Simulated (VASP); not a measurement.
# KTaO3 (Pm-3m) in VASP: further runs, part 2 of 2

VASP 6.6.1.

**3. Single point, r2SCAN**

This run uses another cell than the first one, of 12.70 Å³/atom.

Input file POSCAR:

```
KTaO3
1.0
    3.9895772900      0.0000000000      0.0000000000
    0.0000000000      3.9895772900      0.0000000000
    0.0000000000      0.0000000000      3.9895772900
K Ta O
1 1 3
Direct
    0.5000000000      0.5000000000      0.5000000000
    0.0000000000      0.0000000000      0.0000000000
    0.5000000000      0.0000000000      0.0000000000
    0.0000000000      0.5000000000      0.0000000000
    0.0000000000      0.0000000000      0.5000000000
```

Input file INCAR.step1:

```
  PREC = Accurate
  ENCUT = 770
  ISMEAR = -1
  SIGMA = 0.02
  LREAL = False
  LASPH = True
  NELM = 120
  NBANDS = 28
  GGA = PE
  ALGO = Normal
  EDIFF = 1E-5
  LWAVE = True
  LCHARG = False
  GGA_COMPAT = False
```

Input file INCAR.step2:

```
  PREC = Accurate
  ENCUT = 770
  EDIFF = 1E-6
  ISMEAR = -1
  SIGMA = 0.02
  LREAL = False
  LASPH = True
  NELM = 120
  ALGO = Normal
  ISIF = 2
  LWAVE = False
  LCHARG = False
  METAGGA = R2SCAN
  LMIXTAU = True
  NBANDS = 28
  ISTART = 1
  GGA_COMPAT = False
```

Input file KPOINTS:

```
Automatic mesh
0
Gamma
  8 8 8
```

Potentials or basis: VASP PAW PBE potentials, release 64 (K_sv, Ta_sv_GW, O).

The run is started by

```bash
cat potpaw_PBE.64/K_sv/POTCAR potpaw_PBE.64/Ta_sv_GW/POTCAR potpaw_PBE.64/O/POTCAR > POTCAR
cp INCAR.step1 INCAR
mpirun -np 1 vasp_std > vasp.out
cp INCAR.step2 INCAR
mpirun -np 1 vasp_std > vasp.out
```

OUTCAR:

```text
PREC = Accurate
   ENCUT = 770
   EDIFF = 1E-6
   ISMEAR = -1
   LREAL = False
   LASPH = True
   NELM = 120
   ISIF = 2
   METAGGA = R2SCAN
   ISTART = 1

 ion  position               nearest neighbor table
   1  0.500  0.500  0.500-   3 2.82   4 2.82   5 2.82   3 2.82   4 2.82   3 2.82   5 2.82   3 2.82
                             4 2.82   5 2.82   4 2.82   5 2.82   2 3.46   2 3.46   2 3.46   2 3.46
   2  0.000  0.000  0.000-   3 1.99   4 1.99   5 1.99   5 1.99   4 1.99   3 1.99   1 3.46   1 3.46
                             1 3.46   1 3.46   1 3.46   1 3.46   1 3.46   1 3.46
   3  0.500  0.000  0.000-   2 1.99   2 1.99   1 2.82   1 2.82   1 2.82   1 2.82
   4  0.000  0.500  0.000-   2 1.99   2 1.99   1 2.82   1 2.82   1 2.82   1 2.82
   5  0.000  0.000  0.500-   2 1.99   2 1.99   1 2.82   1 2.82   1 2.82   1 2.82

  LATTYP: Found a simple cubic cell.
 ALAT       =     3.9895772900

  Lattice vectors:

 A1 = (   3.9895772900,   0.0000000000,   0.0000000000)
 A2 = (   0.0000000000,   3.9895772900,   0.0000000000)
 A3 = (   0.0000000000,   0.0000000000,   3.9895772900)

Analysis of symmetry for initial positions (statically):
=====================================================================
 Subroutine PRICEL returns:
 Original cell was already a primitive cell.

 Routine SETGRP: Setting up the symmetry group for a
 simple cubic supercell.

 Subroutine GETGRP returns: Found 48 space group operations
 (whereof 48 operations were pure point group operations)
 out of a pool of 48 trial point group operations.

The static configuration has the point symmetry O_h .

Analysis of symmetry for dynamics (positions and initial velocities):
=====================================================================
 Subroutine PRICEL returns:
 Original cell was already a primitive cell.

 Routine SETGRP: Setting up the symmetry group for a
 simple cubic supercell.

 Subroutine GETGRP returns: Found 48 space group operations
 (whereof 48 operations were pure point group operations)
 out of a pool of 48 trial point group operations.

[... 128 lines left out ...]
  Fermi-wavevector in a.u.,A,eV,Ry     =   1.403356  2.651959 26.795434  1.969409
  Thomas-Fermi vector in A             =   2.526026
   LORBIT       =      0    0 simple, 1 ext, 2 COOP (PROOUT), +10 PAW based schemes
   METAGGA = R2SCAN    functional components
   LHFCALC =     F    Hartree Fock is set to
   AEXX    =    0.0000 exact exchange contribution
   IVDW    =     0    specifies the selected vdW correction
   LEPSILON=     F    determine dielectric tensor
   LRPA    =     F    only Hartree local field effects (RPA)
 non-spin polarized calculation
  energy-cutoff  :      770.00
  volume of cell :       63.50
 maximum number of plane-waves:      3112
   NGX = 19   NGY = 19   NGZ = 19

 number of electron      40.0000005 magnetization

 Free energy of the ion-electron system (eV)
  ---------------------------------------------------
  ext. energy  EPLUGINS =         0.00000000
  ---------------------------------------------------
  free energy    TOTEN  =       -89.81420616 eV

  energy without entropy =      -89.81420616  energy(sigma->0) =      -89.81420616

 E-fermi :   3.2698     XC(G=0): -11.6460

 val. band max:        2.8106478802   @ k =   0.5000   0.5000   0.5000
 cond. band min:       5.4261682563   @ k =   0.0000   0.0000   0.0000
 fundamental gap:      2.6155203761
 Fermi energy:         3.2697706207

 k-point     1 :       0.0000    0.0000    0.0000
  band No.  band energies     occupation
      1     -66.7156      2.00000
      2     -32.3857      2.00000
      3     -32.3857      2.00000
      4     -32.3857      2.00000
      5     -25.6224      2.00000
      6     -15.7184      2.00000
[... 733 lines left out ...]
     27      14.3043      0.00000
     28      14.4143      0.00000

 [... further k-points ...]

------------------------ aborting loop because EDIFF is reached ----------------------------------------

  FORCE on cell =-STRESS in cart. coord.  units (eV):
  Direction    XX          YY          ZZ          XY          YZ          ZX
  --------------------------------------------------------------------------------------
  -------------------------------------------------------------------------------------
  Total        0.0999125      0.0999125      0.0999125     -0.0000000     -0.0000000     -0.0000000
  in kB        2.5208670      2.5208670      2.5208670     -0.0000000     -0.0000000     -0.0000000
  external PRESSURE =       2.5208670 kB  Pullay stress =       0.0000000 kB

 VOLUME and BASIS-vectors are now :
 -----------------------------------------------------------------------------
  energy-cutoff  :      770.00
  volume of cell :       63.50
      direct lattice vectors                 reciprocal lattice vectors
     3.989577290  0.000000000  0.000000000     0.250653121  0.000000000  0.000000000
     0.000000000  3.989577290  0.000000000     0.000000000  0.250653121  0.000000000
     0.000000000  0.000000000  3.989577290     0.000000000  0.000000000  0.250653121

 POSITION                                       TOTAL-FORCE (eV/Angst)
 -----------------------------------------------------------------------------------
      1.99479      1.99479      1.99479         0.000000      0.000000      0.000000
      0.00000      0.00000      0.00000         0.000000      0.000000      0.000000
      1.99479      0.00000      0.00000         0.000000      0.000000      0.000000
      0.00000      1.99479      0.00000         0.000000      0.000000      0.000000
      0.00000      0.00000      1.99479         0.000000      0.000000      0.000000
 -----------------------------------------------------------------------------------
    total drift:                                0.000000      0.000000     -0.000000

  FREE ENERGIE OF THE ION-ELECTRON SYSTEM (eV)
  ---------------------------------------------------
  free  energy   TOTEN  =       -89.8142061563 eV

  energy  without entropy=      -89.8142061563  energy(sigma->0) =      -89.81420616
```

OUTCAR.step1:

```text
PREC = Accurate
   ENCUT = 770
   ISMEAR = -1
   LREAL = False
   LASPH = True
   NELM = 120
[... 976 lines left out ...]
      1.99479      0.00000      0.00000         0.000000      0.000000      0.000000
      0.00000      1.99479      0.00000         0.000000      0.000000      0.000000
      0.00000      0.00000      1.99479         0.000000      0.000000      0.000000
 -----------------------------------------------------------------------------------
    total drift:                                0.000000      0.000000     -0.000000

  FREE ENERGIE OF THE ION-ELECTRON SYSTEM (eV)
  ---------------------------------------------------
  free  energy   TOTEN  =       -43.6222911681 eV

  energy  without entropy=      -43.6222911681  energy(sigma->0) =      -43.62229117
```

Run time: 4.9 min. Hardware: 1 thread of AMD EPYC 7R13 (Zen 3), shared host; peak memory 0.27 GiB.

What came out:

```yaml
Free_energy: -89.8142 eV
Pressure: 0.3 GPa
Band_gap_on_the_k_mesh: 2.62 eV (least direct gap 3.27 eV)
```

Caveat: the PAW data sets were made with another functional, which shifts forces and pressure a little; spin-orbit coupling is left out, which moves the levels of the heavy elements. A k mesh can miss the band edges.

**4. Single point, r2SCAN**

This run uses another cell than the first one, of 13.46 Å³/atom.

Changes to POSCAR since step 3:

```diff
@@ -2,5 +2,5 @@
 1.0
-    3.9895772900      0.0000000000      0.0000000000
-    0.0000000000      3.9895772900      0.0000000000
-    0.0000000000      0.0000000000      3.9895772900
+    4.0678241600      0.0000000000      0.0000000000
+    0.0000000000      4.0678241600      0.0000000000
+    0.0000000000      0.0000000000      4.0678241600
 K Ta O
```

Input file INCAR.step1:

```
PREC     = Accurate       # precision mode
ENCUT    = 770            # plane-wave cutoff, eV
ISMEAR   = -1             # smearing method
SIGMA    = 0.02           # smearing width, eV
LREAL    = False          # projectors in reciprocal space
LASPH    = True           # aspherical terms in the spheres
NELM     = 120            # most SCF steps
NBANDS   = 28             # bands
GGA      = PE             # functional
ALGO     = Normal         # electronic algorithm
EDIFF    = 1E-5           # SCF threshold, eV
LWAVE    = True           # write WAVECAR
LCHARG   = False          # write CHGCAR
GGA_COMPAT= False
```

Input file INCAR.step2:

```
PREC     = Accurate       # precision mode
ENCUT    = 770            # plane-wave cutoff, eV
EDIFF    = 1E-6           # SCF threshold, eV
ISMEAR   = -1             # smearing method
SIGMA    = 0.02           # smearing width, eV
LREAL    = False          # projectors in reciprocal space
LASPH    = True           # aspherical terms in the spheres
NELM     = 120            # most SCF steps
ALGO     = Normal         # electronic algorithm
ISIF     = 2              # what is computed and relaxed
LWAVE    = False          # write WAVECAR
LCHARG   = False          # write CHGCAR
METAGGA  = R2SCAN         # meta-GGA
LMIXTAU  = True         
NBANDS   = 28             # bands
ISTART   = 1            
GGA_COMPAT= False
```

Input file KPOINTS:

```
regular mesh
0
Gamma
  8 8 8
```

The run is started by

```bash
cat potpaw_PBE.64/K_sv/POTCAR potpaw_PBE.64/Ta_sv_GW/POTCAR potpaw_PBE.64/O/POTCAR > POTCAR
cp INCAR.step1 INCAR
mpirun -np 1 vasp_std > vasp.out
cp INCAR.step2 INCAR
mpirun -np 1 vasp_std > vasp.out
```

Wall time 5.1 min (1 thread of Intel Xeon Platinum 8559C (Emerald Rapids), shared host); peak memory 0.35 GiB.

The run converged. Its results:

```yaml
Free_energy: -89.6882 eV
Pressure: -10.6 GPa
Band_gap_on_the_k_mesh: 2.46 eV (least direct gap 3.13 eV)
```

Levels at points of the mesh, in eV from the valence-band top:
```csv
k point,band 18,band 19,band 20,band 21,band 22,band 23
"(0.00, 0.00, 0.00)",-0.67,-0.67,-0.67,2.46,2.46,2.46
"(0.50, 0.00, 0.00)",-1.40,-0.87,-0.87,2.59,5.03,5.03
"(0.50, 0.50, 0.00)",-1.39,-1.39,-0.03,5.07,5.07,6.28
"(0.50, 0.50, 0.50)",0.00,0.00,0.00,6.38,6.38,6.38
```

Caveat: the cell stands under tension; the PAW data sets were made with another functional, which shifts forces and pressure a little; spin-orbit coupling is left out, which moves the levels of the heavy elements.

**5. Overview**

```tsv
cell	gap on the mesh (eV)	pressure (GPa)
a = 4.042 Å, 5 atoms	2.51	-7.4
a = 3.990 Å, 5 atoms	2.62	0.3
a = 4.068 Å, 5 atoms	2.46	-10.6
```

Alike in all rows: task single point; level r2SCAN; potentials or basis VASP PAW PBE potentials, release 64 (K_sv, Ta_sv_GW, O); no spin polarisation; k mesh 8 × 8 × 8; cutoff (eV) 770; smearing fermi-dirac 0.02 eV.

Caveats: the PAW data sets were made with another functional, which shifts forces and pressure a little; spin-orbit coupling is left out, which moves the levels of the heavy elements; the cell stands under tension (at least some runs).

Total energies depend on the potentials used, so only differences within one code and one set of settings carry meaning.
